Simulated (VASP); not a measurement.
# Ni (Fm-3m) in VASP: further runs

The runs below take Ni through single point, with LDA.

Everything below comes from runs of VASP 6.6.1. Logs are shortened: lines on timing, memory, paths and dates and some standing lists are left out, and cuts for length are marked.

### Step 1. The cell of the first run

The structure is cubic, space group Fm-3m (No. 225). The conventional cell has a = 3.351 Å, b = 3.351 Å, c = 3.351 Å, α = 90.00°, β = 90.00°, γ = 90.00°. Within 3.1 Å of Ni (site symmetry m-3m) lie 12 Ni at 2.37 Å.

### Step 2. Single point, LDA, collinear spin, ferromagnetic start (volume scaled by 0.86, start moments a quarter as large)

INCAR

```
SYSTEM = Ni
  PREC = Accurate
  ENCUT = 520
  EDIFF = 1E-6
  ISMEAR = -1
  SIGMA = 0.1
  LREAL = .FALSE.
  LASPH = .TRUE.
  NELM = 150
  ALGO = Normal
  ISIF = 2
  LWAVE = .FALSE.
  LCHARG = .FALSE.
  ISPIN = 2
  MAGMOM = 0.375
  LORBIT = 11
  LMAXMIX = 4
  NBANDS = 15
```

KPOINTS

```
regular mesh
0
G
  16 16 16
  0 0 0
```

POSCAR

```
Ni
1.0
    0.0000000000      1.6755447568      1.6755447568
    1.6755447568      0.0000000000      1.6755447568
    1.6755447568      1.6755447568      0.0000000000
Ni
1
Direct
    0.0000000000      0.0000000000      0.0000000000
```

Potentials or basis: VASP PAW LDA potentials, release 64 (Ni).

Launch:

```console
cat potpaw_LDA.64/Ni/POTCAR > POTCAR
mpirun -np 1 vasp_std > vasp.out
```

OUTCAR:

```text
SYSTEM = Ni
   PREC = Accurate
   ENCUT = 520
   EDIFF = 1E-6
   ISMEAR = -1
   LREAL = .FALSE.
   LASPH = .TRUE.
   NELM = 150
   ISIF = 2
   ISPIN = 2
   LORBIT = 11

 ion  position               nearest neighbor table
   1  0.000  0.000  0.000-

  LATTYP: Found a face centered cubic cell.
 ALAT       =     3.3510895136

  Lattice vectors:

 A1 = (   0.0000000000,   1.6755447568,   1.6755447568)
 A2 = (   1.6755447568,   0.0000000000,   1.6755447568)
 A3 = (   1.6755447568,   1.6755447568,   0.0000000000)

Analysis of symmetry for initial positions (statically):
=====================================================================
 Subroutine PRICEL returns:
 Original cell was already a primitive cell.

 Routine SETGRP: Setting up the symmetry group for a
 face centered cubic supercell.

 Subroutine GETGRP returns: Found 48 space group operations
 (whereof 48 operations were pure point group operations)
 out of a pool of 48 trial point group operations.

The static configuration has the point symmetry O_h .

Analysis of symmetry for dynamics (positions and initial velocities):
=====================================================================
 Subroutine PRICEL returns:
 Original cell was already a primitive cell.

 Routine SETGRP: Setting up the symmetry group for a
 face centered cubic supercell.

 Subroutine GETGRP returns: Found 48 space group operations
 (whereof 48 operations were pure point group operations)
 out of a pool of 48 trial point group operations.

The dynamic configuration has the point symmetry O_h .

Analysis of structural, dynamic, and magnetic symmetry:
=====================================================================
 Subroutine PRICEL returns:
 Original cell was already a primitive cell.

 Routine SETGRP: Setting up the symmetry group for a
 face centered cubic supercell.

 Subroutine GETGRP returns: Found 48 space group operations
 (whereof 48 operations were pure point group operations)
 out of a pool of 48 trial point group operations.

The overall configuration has the point symmetry O_h .

 Subroutine INISYM returns: Found 48 space group operations
 (whereof 48 operations are pure point group operations),
 and found     1 'primitive' translations

----------------------------------------------------------------------------------------

                                     Primitive cell

  volume of cell :       9.4080

  direct lattice vectors                    reciprocal lattice vectors
     0.000000000  1.675544757  1.675544757    -0.298410411  0.298410411  0.298410411
     1.675544757  0.000000000  1.675544757     0.298410411 -0.298410411  0.298410411
     1.675544757  1.675544757  0.000000000     0.298410411  0.298410411 -0.298410411

  length of vectors
     2.369578119  2.369578119  2.369578119     0.516861994  0.516861994  0.516861994

  position of ions in fractional coordinates (direct lattice)
     0.000000000  0.000000000  0.000000000

  ion indices of the primitive-cell ions
   primitive index   ion index
                 1           1

----------------------------------------------------------------------------------------

 KPOINTS: regular mesh

Automatic generation of k-mesh.
 Grid dimensions read from file:
 generate k-points for:   16   16   16

 Generating k-lattice:

  Cartesian coordinates                     Fractional coordinates (reciprocal lattice)
    -0.018650651  0.018650651  0.018650651     0.062500000  0.000000000  0.000000000
     0.018650651 -0.018650651  0.018650651     0.000000000  0.062500000  0.000000000
     0.018650651  0.018650651 -0.018650651     0.000000000  0.000000000  0.062500000

  Length of vectors
     0.032303875  0.032303875  0.032303875

  Shift w.r.t. Gamma in fractional coordinates (k-lattice)
     0.000000000  0.000000000  0.000000000

 Subroutine IBZKPT returns following result:
 ===========================================

 Found    145 irreducible k-points:

 Following reciprocal coordinates:
            Coordinates               Weight
  0.000000  0.000000  0.000000      1.000000
  0.062500  0.000000  0.000000      8.000000
  0.125000  0.000000  0.000000      8.000000
  0.187500  0.000000  0.000000      8.000000
  0.250000  0.000000  0.000000      8.000000
  0.312500  0.000000  0.000000      8.000000
[... 16 lines left out ...]
 -0.125000  0.062500  0.000000     24.000000
 -0.062500  0.062500  0.000000     12.000000
 [... further k-points ...]
   k-points           NKPTS =    145   k-points in BZ     NKDIM =    145   number of bands    NBANDS=     15
   number of dos      NEDOS =    301   number of ions     NIONS =      1
   total plane-waves  NPLWV =   5832
   dimension x,y,z NGX =    18 NGY =   18 NGZ =   18
   dimension x,y,z NGXF=    36 NGYF=   36 NGZF=   36
   ions per type =               1
   NGX,Y,Z   is equivalent  to a cutoff of  12.63, 12.63, 12.63 a.u.
   NGXF,Y,Z  is equivalent  to a cutoff of  25.26, 25.26, 25.26 a.u.
 SYSTEM =  Ni
   PREC   = accura    normal or accurate (medium, high low for compatibility)
   ISTART =      0    job   : 0-new  1-cont  2-samecut
   ICHARG =      2    charge: 1-file 2-atom 10-const
   ISPIN  =      2    spin polarized calculation?
   LNONCOLLINEAR =      F non collinear calculations
   LSORBIT =      F    spin-orbit coupling
   LASPH  =      T    aspherical Exc in radial PAW
   ENCUT  =  520.0 eV  38.22 Ry    6.18 a.u.   4.41  4.41  4.41*2*pi/ulx,y,z
   NELM   =    150;   NELMIN=  2; NELMDL= -5     # of ELM steps
   EDIFF  = 0.1E-05   stopping-criterion for ELM
   LREAL  =      F    real-space projection
   EDIFFG = 0.1E-04   stopping-criterion for IOM
   NSW    =      0    number of steps for IOM
   IBRION =     -1    ionic relax: 0-MD 1-quasi-New 2-CG
   NFREE  =      0    steps in history (QN), initial steepest desc. (CG)
   ISIF   =      2    stress and relaxation
   ISYM   =      2    0-nonsym 1-usesym 2-fastsym
   POTIM  = 0.5000    time-step for ionic-motion
   TEBEG  =    0.0;   TEEND  =   0.0 temperature during run
   PSTRESS=    0.0 pullay stress
   NELECT =      10.0000    total number of electrons
   NUPDOWN=      -1.0000    fix difference up-down
   EMIN   =  10.00;   EMAX   =-10.00  energy-range for DOS
   EFERMI =   0.00;   METHOD = LEGACY
   ISMEAR =    -1;   SIGMA  =   0.10  broadening in eV -4-tet -1-fermi 0-gaus
   EFERMI_NEDOS =   21; number of points for ismear=-14 and -15
   IALGO  =     38    algorithm
   IMIX   =      4    mixing-type and parameters
     AMIX     =   0.40;   BMIX     =  1.00
     AMIX_MAG =   1.60;   BMIX_MAG =  1.00
  volume/ion in A,a.u.               =       9.41        63.49
  Fermi-wavevector in a.u.,A,eV,Ry     =   1.670740  3.157240 37.978911  2.791371
  Thomas-Fermi vector in A             =   2.756185
   LORBIT       =     11    0 simple, 1 ext, 2 COOP (PROOUT), +10 PAW based schemes
   GGA     = CA    functional components
   LHFCALC =     F    Hartree Fock is set to
   AEXX    =    0.0000 exact exchange contribution
   IVDW    =     0    specifies the selected vdW correction
   LEPSILON=     F    determine dielectric tensor
   LRPA    =     F    only Hartree local field effects (RPA)
 spin polarized calculation
  energy-cutoff  :      520.00
  volume of cell :        9.41
 maximum number of plane-waves:       268
 NGX is ok and might be reduce to    18
   NGX =  9   NGY =  9   NGZ =  9

 number of electron      10.0000008 magnetization       0.5377994

 Free energy of the ion-electron system (eV)
  ---------------------------------------------------
  ext. energy  EPLUGINS =         0.00000000
  ---------------------------------------------------
  free energy    TOTEN  =        -6.57273326 eV

  energy without entropy =       -6.52221507  energy(sigma->0) =       -6.54747416

 E-fermi :  11.2522     XC(G=0): -14.4959

 val. band max:       11.2514621845   @ k =  -0.3750   0.1875   0.0625
 cond. band min:      11.2549347270   @ k =   0.5000   0.4375   0.0000
 fundamental gap:      0.0034725425
 Fermi energy:        11.2522496969

 spin component 1

 k-point     1 :       0.0000    0.0000    0.0000
  band No.  band energies     occupation
      1       1.2306      1.00000
      2       8.5424      1.00000
      3       8.5424      1.00000
      4       8.5424      1.00000
      5       9.9568      1.00000
      6       9.9568      1.00000
      7      36.2457      0.00000
      8      41.1820      0.00000
      9      41.1820      0.00000
     10      41.1820      0.00000
     11      44.7734      0.00000
     12      44.7734      0.00000
     13      44.7734      0.00000
     14      47.4794      0.00000
     15      55.3148      0.00000
[... 397 lines left out ...]
 k-point    24 :      -0.0625    0.0625    0.0000
  band No.  band energies     occupation
      1       1.6818      1.00000
      2       8.3980      1.00000
      3       8.6464      1.00000
      4       8.6687      1.00000
      5       9.8481      1.00000
      6       9.9751      1.00000
      7      35.2161      0.00000
      8      37.4490      0.00000
      9      39.7644      0.00000
     10      41.8099      0.00000
     11      44.6876      0.00000
     12      44.9261      0.00000
     13      47.8017      0.00000
     14      50.9012      0.00000
     15      51.1236      0.00000

 [... further k-points ...]

 spin component 2

 k-point     1 :       0.0000    0.0000    0.0000
  band No.  band energies     occupation
      1       1.2805      1.00000
      2       9.0889      1.00000
      3       9.0889      1.00000
      4       9.0889      1.00000
      5      10.4680      0.99961
      6      10.4680      0.99961
      7      36.2465      0.00000
      8      41.2287      0.00000
      9      41.2287      0.00000
     10      41.2287      0.00000
     11      44.9379      0.00000
     12      44.9379      0.00000
     13      44.9380      0.00000
     14      47.4728      0.00000
     15      55.5066      0.00000
[... 397 lines left out ...]
 k-point    24 :      -0.0625    0.0625    0.0000
  band No.  band energies     occupation
      1       1.7324      1.00000
      2       8.9350      1.00000
      3       9.1963      1.00000
      4       9.2165      1.00000
      5      10.3546      0.99987
      6      10.4869      0.99953
      7      35.2820      0.00000
      8      37.5278      0.00000
      9      39.8257      0.00000
     10      41.8598      0.00000
     11      44.7729      0.00000
     12      45.0863      0.00000
     13      47.8853      0.00000
     14      50.9454      0.00000
     15      51.2990      0.00000

 [... further k-points ...]
[... 5 lines left out ...]
  --------------------------------------------------------------------------------------
  -------------------------------------------------------------------------------------
  Total        1.1145539      1.1145539      1.1145539      0.0000000      0.0000000      0.0000000
  in kB      189.8075810    189.8075810    189.8075810      0.0000000      0.0000000      0.0000000
  external PRESSURE =     189.8075810 kB  Pullay stress =       0.0000000 kB

 VOLUME and BASIS-vectors are now :
 -----------------------------------------------------------------------------
  energy-cutoff  :      520.00
  volume of cell :        9.41
      direct lattice vectors                 reciprocal lattice vectors
     0.000000000  1.675544757  1.675544757    -0.298410411  0.298410411  0.298410411
     1.675544757  0.000000000  1.675544757     0.298410411 -0.298410411  0.298410411
     1.675544757  1.675544757  0.000000000     0.298410411  0.298410411 -0.298410411

 POSITION                                       TOTAL-FORCE (eV/Angst)
 -----------------------------------------------------------------------------------
      0.00000      0.00000      0.00000         0.000000     -0.000000      0.000000
 -----------------------------------------------------------------------------------
    total drift:                                0.000000     -0.000000      0.000000

  FREE ENERGIE OF THE ION-ELECTRON SYSTEM (eV)
  ---------------------------------------------------
  free  energy   TOTEN  =        -6.5727332599 eV

  energy  without entropy=       -6.5222150657  energy(sigma->0) =       -6.54747416

 total charge

# of ion       s       p       d       tot
------------------------------------------
    1        0.567   0.640   8.411   9.618

 magnetization (x)

# of ion       s       p       d       tot
------------------------------------------
    1       -0.004  -0.017   0.555   0.534
```

Run time: 33 s. Hardware: 1 thread of Intel Xeon Platinum 8259CL at 2.50GHz (Skylake/Cascade Lake), shared host; peak memory 0.14 GiB.

Results:

```yaml
Free_energy: -6.5727 eV
Pressure: 19.0 GPa
Net_moment: 0.54 μB per cell
Site_moments: Ni +0.53 μB
Valence_electrons_inside_the_program's_atomic_spheres: Ni 9.62
```

Levels at points of the mesh, in eV from the Fermi level:
Spin up:
| k point | band 2 | band 3 | band 4 | band 5 | band 6 | band 7 | band 8 | band 9 |
| --- | --- | --- | --- | --- | --- | --- | --- | --- |
| (0.00, 0.00, 0.00) | -2.71 | -2.71 | -2.71 | -1.30 | -1.30 | 24.99 | 29.93 | 29.93 |
| (0.50, 0.00, 0.00) | -2.74 | -2.74 | -0.51 | -0.42 | -0.42 | 6.88 | 23.44 | 27.21 |
| (0.50, 0.50, 0.00) | -4.94 | -0.40 | -0.22 | -0.22 | 2.57 | 10.69 | 16.20 | 16.20 |
Spin down:
```tsv
k point	band 1	band 2	band 3	band 4	band 5	band 6	band 7	band 8	band 9	band 10
(0.00, 0.00, 0.00)	-9.97	-2.16	-2.16	-2.16	-0.78	-0.78	24.99	29.98	29.98	29.98
(0.50, 0.00, 0.00)	-5.29	-2.24	-2.24	-0.47	0.17	0.17	7.24	23.44	27.32	27.32
(0.50, 0.50, 0.00)	-5.23	-4.49	0.14	0.41	0.41	2.63	10.96	16.27	16.27	22.01
```

### Step 3. Single point, LDA, collinear spin, ferromagnetic start (volume scaled by 0.92)

INCAR

```
SYSTEM = Ni
PREC = Accurate
ENCUT = 520
EDIFF = 1E-6
ISMEAR = -1
SIGMA = 0.1
LREAL = .FALSE.
LASPH = .TRUE.
NELM = 150
ALGO = Normal
ISIF = 2
LWAVE = .FALSE.
LCHARG = .TRUE.
ISPIN = 2
MAGMOM = 1.5
LORBIT = 11
LMAXMIX = 4
GGA = CA
LELF = .TRUE.
LVHAR = .TRUE.
NBANDS = 15
```

KPOINTS

```
Automatic mesh
0
G
  16 16 16
  0 0 0
```

POSCAR

```
Ni
1.0
    0.0000000000      1.7136382935      1.7136382935
    1.7136382935      0.0000000000      1.7136382935
    1.7136382935      1.7136382935      0.0000000000
Ni
1
Direct
    0.0000000000      0.0000000000      0.0000000000
```

Potentials or basis: VASP PAW LDA potentials, release 64 (Ni).

Launch:

```console
cat potpaw_LDA.64/Ni/POTCAR > POTCAR
mpirun -np 1 vasp_std > vasp.out
```

OUTCAR:

```text
SYSTEM = Ni
   PREC = Accurate
   ENCUT = 520
   EDIFF = 1E-6
   ISMEAR = -1
   LREAL = .FALSE.
   LASPH = .TRUE.
   NELM = 150
   ISIF = 2
   ISPIN = 2
   LORBIT = 11
   GGA = CA

 ion  position               nearest neighbor table
   1  0.000  0.000  0.000-

  LATTYP: Found a face centered cubic cell.
 ALAT       =     3.4272765870

  Lattice vectors:

 A1 = (   0.0000000000,   1.7136382935,   1.7136382935)
 A2 = (   1.7136382935,   0.0000000000,   1.7136382935)
[... 1074 lines left out ...]
  -------------------------------------------------------------------------------------
  Total       -0.0437208     -0.0437208     -0.0437208      0.0000000      0.0000000      0.0000000
  in kB       -6.9600375     -6.9600375     -6.9600375      0.0000000      0.0000000      0.0000000
  external PRESSURE =      -6.9600375 kB  Pullay stress =       0.0000000 kB

 VOLUME and BASIS-vectors are now :
 -----------------------------------------------------------------------------
  energy-cutoff  :      520.00
  volume of cell :       10.06
      direct lattice vectors                 reciprocal lattice vectors
     0.000000000  1.713638294  1.713638294    -0.291776860  0.291776860  0.291776860
     1.713638294  0.000000000  1.713638294     0.291776860 -0.291776860  0.291776860
     1.713638294  1.713638294  0.000000000     0.291776860  0.291776860 -0.291776860

 POSITION                                       TOTAL-FORCE (eV/Angst)
 -----------------------------------------------------------------------------------
      0.00000      0.00000      0.00000         0.000000      0.000000     -0.000000
 -----------------------------------------------------------------------------------
    total drift:                                0.000000     -0.000000      0.000000

  FREE ENERGIE OF THE ION-ELECTRON SYSTEM (eV)
  ---------------------------------------------------
  free  energy   TOTEN  =        -6.6077510456 eV

  energy  without entropy=       -6.5544008333  energy(sigma->0) =       -6.58107594

 total charge

# of ion       s       p       d       tot
------------------------------------------
    1        0.533   0.569   8.367   9.469

 magnetization (x)

# of ion       s       p       d       tot
------------------------------------------
    1       -0.005  -0.017   0.572   0.551
```

stdout:

```text
POSCAR found type information on POSCAR Ni
 POSCAR found :  1 types and       1 ions
 scaLAPACK will be used
 LDA part: xc-table for (Slater(with rela. corr.)+CA(PZ))
 , standard interpolation
 POSCAR, INCAR and KPOINTS ok, starting setup
 FFT: planning ... GRIDC
 FFT: planning ... GRID_SOFT
 FFT: planning ... GRID
 WAVECAR not read
 entering main loop
```

Wall time 36 s (1 thread of Intel Xeon Platinum 8259CL at 2.50GHz (Skylake/Cascade Lake), shared host); peak memory 0.14 GiB.

What came out:

* Free energy: -6.6078 eV
* Pressure: -0.7 GPa
* Net moment: 0.55 μB per cell
* Site moments: Ni +0.55 μB
* Valence electrons inside the program's atomic spheres: Ni 9.47

Levels at points of the mesh, in eV from the Fermi level:
Spin up:
```tsv
k point	band 3	band 4	band 5	band 6	band 7	band 8
(0.00, 0.00, 0.00)	-2.51	-2.51	-1.23	-1.23	24.45	28.83
(0.50, 0.00, 0.00)	-2.53	-0.44	-0.44	-0.38	6.33	22.93
(0.50, 0.50, 0.00)	-0.42	-0.26	-0.26	2.52	10.03	15.53
```
Spin down:
| k point | band 1 | band 2 | band 3 | band 4 | band 5 | band 6 | band 7 | band 8 | band 9 | band 10 |
| --- | --- | --- | --- | --- | --- | --- | --- | --- | --- | --- |
| (0.00, 0.00, 0.00) | -9.47 | -1.95 | -1.95 | -1.95 | -0.71 | -0.71 | 24.44 | 28.87 | 28.87 | 28.87 |
| (0.50, 0.00, 0.00) | -4.85 | -2.02 | -2.02 | -0.35 | 0.16 | 0.16 | 6.69 | 22.91 | 26.08 | 26.08 |
| (0.50, 0.50, 0.00) | -4.75 | -4.06 | 0.13 | 0.38 | 0.38 | 2.57 | 10.29 | 15.60 | 15.60 | 21.08 |

### Step 4. Single point, LDA, collinear spin, ferromagnetic start (volume scaled by 0.92)

INCAR

```
PREC = Accurate
ENCUT = 520
EDIFF = 1E-7
ISMEAR = -1
SIGMA = 0.1
LREAL = F
LASPH = T
NELM = 150
ALGO = Normal
ISIF = 2
LWAVE = F
LCHARG = F
ISPIN = 2
MAGMOM = 1.5
LORBIT = 11
LMAXMIX = 4
GGA = CA
NBANDS = 15
```

KPOINTS

```
Automatic mesh
0
Gamma
  16 16 16
```

POSCAR is that of step 3.

Launch:

```console
cat potpaw_LDA.64/Ni/POTCAR > POTCAR
mpirun -np 1 vasp_std > vasp.out
```

It took 36 s on 1 thread of Intel Xeon Platinum 8259CL at 2.50GHz (Skylake/Cascade Lake), shared host; peak memory 0.14 GiB.

Results (log left out):

```yaml
Free_energy: -6.6078 eV
Pressure: -0.7 GPa
Net_moment: 0.55 μB per cell
Site_moments: Ni +0.55 μB
Valence_electrons_inside_the_program's_atomic_spheres: Ni 9.47
```

Levels at points of the mesh, in eV from the Fermi level:
Spin up:
| k point | band 3 | band 4 | band 5 | band 6 | band 7 | band 8 |
| --- | --- | --- | --- | --- | --- | --- |
| (0.00, 0.00, 0.00) | -2.51 | -2.51 | -1.23 | -1.23 | 24.45 | 28.83 |
| (0.50, 0.00, 0.00) | -2.53 | -0.44 | -0.44 | -0.38 | 6.33 | 22.93 |
| (0.50, 0.50, 0.00) | -0.42 | -0.26 | -0.26 | 2.52 | 10.03 | 15.53 |
Spin down:
| k point | band 2 | band 3 | band 4 | band 5 | band 6 | band 7 | band 8 | band 9 |
| --- | --- | --- | --- | --- | --- | --- | --- | --- |
| (0.00, 0.00, 0.00) | -1.95 | -1.95 | -1.95 | -0.71 | -0.71 | 24.44 | 28.87 | 28.87 |
| (0.50, 0.00, 0.00) | -2.02 | -2.02 | -0.35 | 0.16 | 0.16 | 6.69 | 22.91 | 26.08 |
| (0.50, 0.50, 0.00) | -4.06 | 0.13 | 0.38 | 0.38 | 2.57 | 10.29 | 15.60 | 15.60 |

[end of part 1 of 2]
